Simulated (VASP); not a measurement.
Input of a VASP 6.6.1 run:

File INCAR:

```
SYSTEM = KBr
PREC = Accurate
ENCUT = 520
EDIFF = 1E-6
ISMEAR = 0
SIGMA = 0.01
LREAL = .FALSE.
LASPH = .TRUE.
NELM = 60
ALGO = Normal
ISIF = 2
LWAVE = .FALSE.
LCHARG = .TRUE.
GGA = PE
LELF = .TRUE.
LVHAR = .TRUE.
NBANDS = 15
```

Contents of KPOINTS:

```
regular mesh
0
G
  6 6 6
  0 0 0
```

The input POSCAR:

```
KBr
1.0
    3.9567084348      0.0000000000      0.0000000000
    0.0000000000      3.9567084348      0.0000000000
    0.0000000000      0.0000000000      3.9567084348
K Br
1 1
Direct
    0.0000000000      0.0000000000      0.0000000000
    0.5000000000      0.5000000000      0.5000000000
```

Potentials or basis: VASP PAW PBE potentials, release 64 (K_sv, Br).

Launch:

```console
$ cat potpaw_PBE.64/K_sv/POTCAR potpaw_PBE.64/Br/POTCAR > POTCAR
$ mpirun -np 1 vasp_std > vasp.out
```

Estimate the pressure.

1.2 GPa.

Estimate the band gap on the k mesh.

4.07 eV, indirect (least direct gap 4.35 eV).

 A k mesh can miss the band edges.
